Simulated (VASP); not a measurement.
# La2O3 (P-3m1) in VASP: single point with RPBE

Aim: the single point of La2O3 with RPBE.

Everything below comes from runs of VASP 6.6.1. Logs are shortened: lines on timing, memory, paths and dates and some standing lists are left out, and cuts for length are marked.

**1. The cell of the first run**

Symmetry: P-3m1, No. 164, trigonal system. The conventional cell has a = 3.931 Å, b = 3.931 Å, c = 6.112 Å, α = 90.00°, β = 90.00°, γ = 120.00°. Within 3.1 Å of La (site symmetry 3m) lie 7 O at 2.36 to 2.72 Å. Within 3.1 Å of O (site symmetry 3m) lie 4 La at 2.36 to 2.44 Å and 3 O at 2.89 Å. O (site symmetry -3m) has 6 La at 2.72 Å and 6 O at 3.14 Å within 3.6 Å.

**2. Single point, RPBE**

Contents of INCAR:

```
SYSTEM = La2O3
PREC = Accurate
ENCUT = 600
EDIFF = 1E-6
ISMEAR = 0
SIGMA = 0.01
LREAL = .False.
LASPH = .True.
NELM = 200
ALGO = Normal
ISIF = 2
LWAVE = .False.
LCHARG = .False.
GGA = RP
NBANDS = 28
GGA_COMPAT = .False.
LMAXMIX = 6
```

Contents of KPOINTS:

```
Automatic mesh
0
Gamma
  4 4 3
  0 0 0
```

Contents of POSCAR:

```
La2O3
1.0
    3.9307780000      0.0000000000      0.0000000000
   -1.9653890000      3.4041530000      0.0000000000
    0.0000000000      0.0000000000      6.1119540000
La O
2 3
Direct
    0.6666666667      0.3333333333      0.7537640000
    0.3333333333      0.6666666667      0.2462360000
    0.6666666667      0.3333333333      0.3541090000
    0.3333333333      0.6666666667      0.6458910000
    0.0000000000      0.0000000000      0.0000000000
```

Potentials or basis: VASP PAW PBE potentials, release 64 (La, O).

The run is started by

```console
cat potpaw_PBE.64/La/POTCAR potpaw_PBE.64/O/POTCAR > POTCAR
mpirun -np 1 vasp_std > vasp.out
```

OUTCAR:

```text
SYSTEM = La2O3
   PREC = Accurate
   ENCUT = 600
   EDIFF = 1E-6
   ISMEAR = 0
   LREAL = .False.
   LASPH = .True.
   NELM = 200
   ISIF = 2
   GGA = RP

 ion  position               nearest neighbor table
   1  0.667  0.333  0.754-   4 2.36   4 2.36   4 2.36   3 2.44   5 2.72   5 2.72   5 2.72
   2  0.333  0.667  0.246-   3 2.36   3 2.36   3 2.36   4 2.44   5 2.72   5 2.72   5 2.72
   3  0.667  0.333  0.354-   2 2.36   2 2.36   2 2.36   1 2.44
   4  0.333  0.667  0.646-   1 2.36   1 2.36   1 2.36   2 2.44
   5  0.000  0.000  0.000-   2 2.72   1 2.72   2 2.72   1 2.72   1 2.72   2 2.72

  LATTYP: Found a hexagonal cell.
 ALAT       =     3.9307780000
 C/A-ratio  =     1.5548967660

  Lattice vectors:

 A1 = (   3.9307780000,   0.0000000000,   0.0000000000)
 A2 = (  -1.9653890000,   3.4041530000,   0.0000000000)
 A3 = (   0.0000000000,   0.0000000000,   6.1119540000)

Analysis of symmetry for initial positions (statically):
=====================================================================
 Subroutine PRICEL returns:
 Original cell was already a primitive cell.

 Routine SETGRP: Setting up the symmetry group for a
 hexagonal supercell.

 Subroutine GETGRP returns: Found 12 space group operations
 (whereof 12 operations were pure point group operations)
 out of a pool of 24 trial point group operations.

The static configuration has the point symmetry D_3d.

Analysis of symmetry for dynamics (positions and initial velocities):
=====================================================================
 Subroutine PRICEL returns:
 Original cell was already a primitive cell.

 Routine SETGRP: Setting up the symmetry group for a
 hexagonal supercell.

 Subroutine GETGRP returns: Found 12 space group operations
 (whereof 12 operations were pure point group operations)
 out of a pool of 24 trial point group operations.

The dynamic configuration has the point symmetry D_3d.

 Subroutine INISYM returns: Found 12 space group operations
 (whereof 12 operations are pure point group operations),
 and found     1 'primitive' translations

----------------------------------------------------------------------------------------

                                     Primitive cell

  volume of cell :      81.7839

  direct lattice vectors                    reciprocal lattice vectors
     3.930778000  0.000000000  0.000000000     0.254402564  0.146879415  0.000000000
    -1.965389000  3.404153000  0.000000000     0.000000000  0.293758829  0.000000000
     0.000000000  0.000000000  6.111954000     0.000000000  0.000000000  0.163613797

  length of vectors
     3.930778000  3.930777476  6.111954000     0.293758790  0.293758829  0.163613797

  position of ions in fractional coordinates (direct lattice)
     0.666666667  0.333333333  0.753764000
     0.333333333  0.666666667  0.246236000
     0.666666667  0.333333333  0.354109000
     0.333333333  0.666666667  0.645891000
     0.000000000  0.000000000  0.000000000

  ion indices of the primitive-cell ions
   primitive index   ion index
                 1           1
                 2           2
                 3           3
                 4           4
                 5           5

----------------------------------------------------------------------------------------

 KPOINTS: Automatic mesh

Automatic generation of k-mesh.
 Grid dimensions read from file:
 generate k-points for:    4    4    3

 Generating k-lattice:

  Cartesian coordinates                     Fractional coordinates (reciprocal lattice)
     0.063600641  0.036719854  0.000000000     0.250000000  0.000000000  0.000000000
     0.000000000  0.073439707  0.000000000     0.000000000  0.250000000  0.000000000
     0.000000000  0.000000000  0.054537932     0.000000000  0.000000000  0.333333333

  Length of vectors
     0.073439698  0.073439707  0.054537932

  Shift w.r.t. Gamma in fractional coordinates (k-lattice)
     0.000000000  0.000000000  0.000000000

 Subroutine IBZKPT returns following result:
 ===========================================

 Found      9 irreducible k-points:

 Following reciprocal coordinates:
            Coordinates               Weight
  0.000000  0.000000  0.000000      1.000000
  0.250000  0.000000  0.000000      6.000000
  0.500000  0.000000  0.000000      3.000000
  0.250000  0.250000  0.000000      6.000000
  0.000000  0.000000  0.333333      2.000000
  0.250000  0.000000  0.333333      6.000000
  0.000000  0.250000  0.333333      6.000000
  0.500000  0.000000  0.333333      6.000000
  0.250000  0.250000  0.333333     12.000000
   k-points           NKPTS =      9   k-points in BZ     NKDIM =      9   number of bands    NBANDS=     28
   number of dos      NEDOS =    301   number of ions     NIONS =      5
   total plane-waves  NPLWV =  51200
   dimension x,y,z NGX =    32 NGY =   32 NGZ =   50
   dimension x,y,z NGXF=    64 NGYF=   64 NGZF=  100
   ions per type =               2   3
   NGX,Y,Z   is equivalent  to a cutoff of  13.53, 13.53, 13.60 a.u.
   NGXF,Y,Z  is equivalent  to a cutoff of  27.07, 27.07, 27.20 a.u.
 SYSTEM =  La2O3
   PREC   = accura    normal or accurate (medium, high low for compatibility)
   ISTART =      0    job   : 0-new  1-cont  2-samecut
   ICHARG =      2    charge: 1-file 2-atom 10-const
   ISPIN  =      1    spin polarized calculation?
   LNONCOLLINEAR =      F non collinear calculations
   LSORBIT =      F    spin-orbit coupling
   LASPH  =      T    aspherical Exc in radial PAW
   ENCUT  =  600.0 eV  44.10 Ry    6.64 a.u.   7.85  7.85 12.21*2*pi/ulx,y,z
   NELM   =    200;   NELMIN=  2; NELMDL= -5     # of ELM steps
   EDIFF  = 0.1E-05   stopping-criterion for ELM
   LREAL  =      F    real-space projection
   EDIFFG = 0.1E-04   stopping-criterion for IOM
   NSW    =      0    number of steps for IOM
   IBRION =     -1    ionic relax: 0-MD 1-quasi-New 2-CG
   NFREE  =      0    steps in history (QN), initial steepest desc. (CG)
   ISIF   =      2    stress and relaxation
   ISYM   =      2    0-nonsym 1-usesym 2-fastsym
   POTIM  = 0.5000    time-step for ionic-motion
   TEBEG  =    0.0;   TEEND  =   0.0 temperature during run
   PSTRESS=    0.0 pullay stress
   NELECT =      40.0000    total number of electrons
   NUPDOWN=      -1.0000    fix difference up-down
   EMIN   =  10.00;   EMAX   =-10.00  energy-range for DOS
   EFERMI =   0.00;   METHOD = LEGACY
   ISMEAR =     0;   SIGMA  =   0.01  broadening in eV -4-tet -1-fermi 0-gaus
   EFERMI_NEDOS =   21; number of points for ismear=-14 and -15
   IALGO  =     38    algorithm
   IMIX   =      4    mixing-type and parameters
     AMIX     =   0.40;   BMIX     =  1.00
     AMIX_MAG =   1.60;   BMIX_MAG =  1.00
  volume/ion in A,a.u.               =      16.36       110.38
  Fermi-wavevector in a.u.,A,eV,Ry     =   1.289849  2.437462 22.636162  1.663711
  Thomas-Fermi vector in A             =   2.421717
   LORBIT       =      0    0 simple, 1 ext, 2 COOP (PROOUT), +10 PAW based schemes
   GGA     = RP    functional components
   LHFCALC =     F    Hartree Fock is set to
   AEXX    =    0.0000 exact exchange contribution
   IVDW    =     0    specifies the selected vdW correction
   LEPSILON=     F    determine dielectric tensor
   LRPA    =     F    only Hartree local field effects (RPA)
 non-spin polarized calculation
 Gauss-broadening in eV      SIGMA  =   0.01
  energy-cutoff  :      600.00
  volume of cell :       81.78
 maximum number of plane-waves:      2750
 NGX is ok and might be reduce to    32
   NGX = 15   NGY = 15   NGZ = 25

 number of electron      40.0000000 magnetization

 Free energy of the ion-electron system (eV)
  ---------------------------------------------------
  ext. energy  EPLUGINS =         0.00000000
  ---------------------------------------------------
  free energy    TOTEN  =       -39.86687687 eV

  energy without entropy =      -39.86687687  energy(sigma->0) =      -39.86687687

 E-fermi :   6.1210     XC(G=0): -10.2485

 val. band max:        6.0432340432   @ k =   0.2500   0.2500   0.3333
 cond. band min:      10.0534807356   @ k =   0.5000   0.0000   0.0000
 fundamental gap:      4.0102466923
 Fermi energy:         6.1210008374

 k-point     1 :       0.0000    0.0000    0.0000
  band No.  band energies     occupation
      1     -23.7553      2.00000
      2     -23.5144      2.00000
      3     -10.8931      2.00000
      4      -9.6722      2.00000
      5      -9.2033      2.00000
      6      -7.2137      2.00000
[... 20 lines left out ...]
     27      11.4624      0.00000
     28      11.6922      0.00000

 k-point     2 :       0.2500    0.0000    0.0000
  band No.  band energies     occupation
      1     -23.6610      2.00000
      2     -23.4803      2.00000
      3     -10.9787      2.00000
      4     -10.4971      2.00000
      5      -9.5867      2.00000
      6      -7.4076      2.00000
[... 20 lines left out ...]
     27      11.5616      0.00000
     28      11.6346      0.00000

 k-point     3 :       0.5000    0.0000    0.0000
  band No.  band energies     occupation
      1     -23.5436      2.00000
      2     -23.4660      2.00000
      3     -11.2046      2.00000
      4     -11.1772      2.00000
      5      -9.3375      2.00000
      6      -7.8222      2.00000
[... 20 lines left out ...]
     27      11.4438      0.00000
     28      11.4991      0.00000

 k-point     4 :       0.2500    0.2500    0.0000
  band No.  band energies     occupation
      1     -23.5452      2.00000
      2     -23.4645      2.00000
      3     -11.1965      2.00000
      4     -11.0405      2.00000
      5      -9.6692      2.00000
      6      -7.7320      2.00000
[... 113 lines left out ...]
     27      11.5018      0.00000
     28      11.5875      0.00000

 k-point     8 :       0.5000    0.0000    0.3333
  band No.  band energies     occupation
      1     -23.5248      2.00000
      2     -23.4843      2.00000
      3     -11.3808      2.00000
      4     -11.1166      2.00000
      5      -9.2311      2.00000
      6      -7.4742      2.00000
[... 20 lines left out ...]
     27      11.4513      0.00000
     28      11.4635      0.00000

 k-point     9 :       0.2500    0.2500    0.3333
  band No.  band energies     occupation
      1     -23.5254      2.00000
      2     -23.4839      2.00000
      3     -11.2614      2.00000
      4     -11.1076      2.00000
      5      -9.5521      2.00000
      6      -7.6028      2.00000
[... 20 lines left out ...]
     27      11.4696      0.00000
     28      11.5046      0.00000

------------------------ aborting loop because EDIFF is reached ----------------------------------------

  FORCE on cell =-STRESS in cart. coord.  units (eV):
  Direction    XX          YY          ZZ          XY          YZ          ZX
  --------------------------------------------------------------------------------------
  -------------------------------------------------------------------------------------
  Total        2.2532785      2.2532777      2.4196738      0.0000000      0.0000000      0.0000000
  in kB       44.1425873     44.1425716     47.4023350      0.0000000      0.0000000      0.0000000
  external PRESSURE =      45.2291646 kB  Pullay stress =       0.0000000 kB

 VOLUME and BASIS-vectors are now :
 -----------------------------------------------------------------------------
  energy-cutoff  :      600.00
  volume of cell :       81.78
      direct lattice vectors                 reciprocal lattice vectors
     3.930778000  0.000000000  0.000000000     0.254402564  0.146879415  0.000000000
    -1.965389000  3.404153000  0.000000000     0.000000000  0.293758829  0.000000000
     0.000000000  0.000000000  6.111954000     0.000000000  0.000000000  0.163613797

 POSITION                                       TOTAL-FORCE (eV/Angst)
 -----------------------------------------------------------------------------------
      1.96539      1.13472      4.60697         0.000000     -0.000000      0.038529
     -0.00000      2.26944      1.50498        -0.000000      0.000000     -0.038529
      1.96539      1.13472      2.16430         0.000000     -0.000000     -0.020654
     -0.00000      2.26944      3.94766         0.000000      0.000000      0.020654
      0.00000      0.00000      0.00000        -0.000000      0.000000     -0.000000
 -----------------------------------------------------------------------------------
    total drift:                               -0.000000      0.000000      0.000000

  FREE ENERGIE OF THE ION-ELECTRON SYSTEM (eV)
  ---------------------------------------------------
  free  energy   TOTEN  =       -39.8668768707 eV

  energy  without entropy=      -39.8668768707  energy(sigma->0) =      -39.86687687
```

It took 50 s on 1 thread of Intel Xeon 6975P-C, shared host; peak memory 0.23 GiB.

Results:

* Free energy: -39.8669 eV
* Pressure: 4.5 GPa
* Largest force: 0.039 eV/Å
* Band gap on the k mesh: 4.01 eV, indirect (least direct gap 4.22 eV)

Forces in eV/Å, atoms in the order of the input:
```
La   0.000  0.000  0.039
La   0.000  0.000 -0.039
O    0.000  0.000 -0.021
O    0.000  0.000  0.021
O    0.000  0.000  0.000
```

Caveat: the k points lie up to 0.46 Å⁻¹ apart; the PAW data sets were made with another functional, which shifts forces and pressure a little; spin-orbit coupling is left out, which moves the levels of the heavy elements. Expect the measured gap to be larger: semilocal functionals such as RPBE lack the derivative discontinuity.
